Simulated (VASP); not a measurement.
Sn: single point with LDA

Crystal: Sn.

```xyz
1
Lattice="-1.6912 1.9547 2.1079 1.6912 -1.9547 2.1079 1.6912 1.9547 -2.1079" Properties=species:S:1:pos:R:3 pbc="T T T"
Sn    0.0000    0.0000    0.0000
```

| Item | Value |
| --- | --- |
| Program | VASP 6.6.1 |
| Task | single point |
| Functional | LDA |
| Potentials or basis | VASP PAW LDA potentials, release 64 (Sn_d) |
| Cutoff | 520 eV |
| k mesh | 13 × 13 × 13 |
| Occupations | fermi-dirac, width 0.08 eV |
| Spin | no spin polarisation |
| Dipole correction | no |
| k mesh for the DOS | 20 × 20 × 20 |
| Occupations for the DOS | tetrahedron |
| Further INCAR settings | ALGO = Normal; EDIFF = 1e-07; NBANDS = 13 |

The valence electrons inside the program's atomic spheres are Sn 12.16.

Levels at points of the mesh, in eV from the Fermi level:
```tsv
k point	band 3	band 4	band 5	band 6	band 7	band 8	band 9	band 10	band 11	band 12
(0.00, 0.00, 0.00)	-21.41	-21.39	-21.30	-10.96	6.62	6.76	8.67	10.46	11.55	11.83
(0.50, 0.00, 0.00)	-21.38	-21.33	-21.26	-7.23	-4.56	5.33	7.22	10.02	10.61	11.49
(0.00, 0.50, 0.00)	-21.35	-21.28	-21.26	-6.12	-4.20	3.36	4.80	7.70	7.99	12.42
(0.50, 0.50, 0.00)	-21.32	-21.28	-21.25	-5.76	-3.99	2.61	3.75	6.69	6.98	15.10
(0.50, 0.50, 0.50)	-21.28	-21.27	-21.25	-3.59	-2.03	-0.87	2.11	3.34	5.82	18.68
```

Run time: 5 min on 1 thread of Intel(R) Xeon(R) Platinum 8259CL CPU @ 2.50GHz (Skylake/Cascade Lake), on a shared host, peak memory 0.51 GiB.

Caveat: spin-orbit coupling is left out, which moves the levels of the heavy elements.
